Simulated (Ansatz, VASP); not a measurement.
## MgO: VASP beside Ansatz

The input INCAR:

```
PREC = Accurate
ENCUT = 600
EDIFF = 1E-7
ISMEAR = 0
SIGMA = 0.02
LREAL = False
LASPH = True
NELM = 120
ALGO = Normal
ISIF = 3
LWAVE = False
LCHARG = False
GGA = CA
IBRION = 2
NSW = 100
EDIFFG = -0.002
GGA_COMPAT = False
NELMIN = 4
```

Contents of KPOINTS:

```
regular mesh
0
Gamma
  10 10 10
```

POSCAR

```
MgO
1.0
    0.0000000000      2.1100000000      2.1100000000
    2.1100000000      0.0000000000      2.1100000000
    2.1100000000      2.1100000000      0.0000000000
Mg O
1 1
Direct
    0.0000000000      0.0000000000      0.0000000000
    0.5000000000      0.5000000000      0.5000000000
```

Input for Ansatz:

```yaml
crystal:
  lattice:
    - [0.0, 2.11, 2.11]
    - [2.11, 0.0, 2.11]
    - [2.11, 2.11, 0.0]
  atoms:
    - { symbol: Mg, position: [0.0, 0.0, 0.0] }
    - { symbol: O, position: [0.5, 0.5, 0.5] }
basis:
  ecutwfc: 420
kpoints:
  mp_grid: { grid: [10, 10, 10] }
hamiltonian:
  xc: lda
  pseudopotentials: { kind: paw, azcp: { folder: soft_1 } }
scf:
  occupations: { method: gaussian, width: 0.02 }
output:
  forces: true
  stress: true
  eigenvalues: true
relax:
  adjacent_minimum: "off"
  f_tol: 0.002
  max_steps: 80
  cell: { stress_tol: 0.02 }
```

Alike in both runs: task relaxation of cell and atoms; functional LDA; k mesh 10 × 10 × 10; occupations gaussian, width 0.02 eV; no spin polarisation.

```csv
,VASP,Ansatz
version,VASP 6.6.1,Ansatz 0.2.0
potentials or method,"VASP PAW LDA potentials, release 64 (Mg, O), cutoff 600 eV","scalar-relativistic, plane waves, PAW"
valence electrons in the cell,8,16
```

VASP gave:

```
gap on the k mesh at the Fermi level, each at its own relaxed structure (eV) : 5.15
relaxed volume (Å³/atom)                                                     : 8.89
relaxed cell length with the largest relative difference (Å)                 : 2.930
```

**Question.** Which values does Ansatz return?

**Answer.** gap on the k mesh at the Fermi level, each at its own relaxed structure (eV): 5.03; relaxed volume (Å³/atom): 9.00; relaxed cell length with the largest relative difference (Å): 2.942.

Ansatz warns that its potentials were made for another functional, while VASP's fit it. LDA's correlation is that of Perdew and Zunger in VASP and of Perdew and Wang (1992) in Ansatz. VASP's potentials hold 8 valence electrons a cell and Ansatz's 16, so a difference there can come from the potentials and not from the codes.
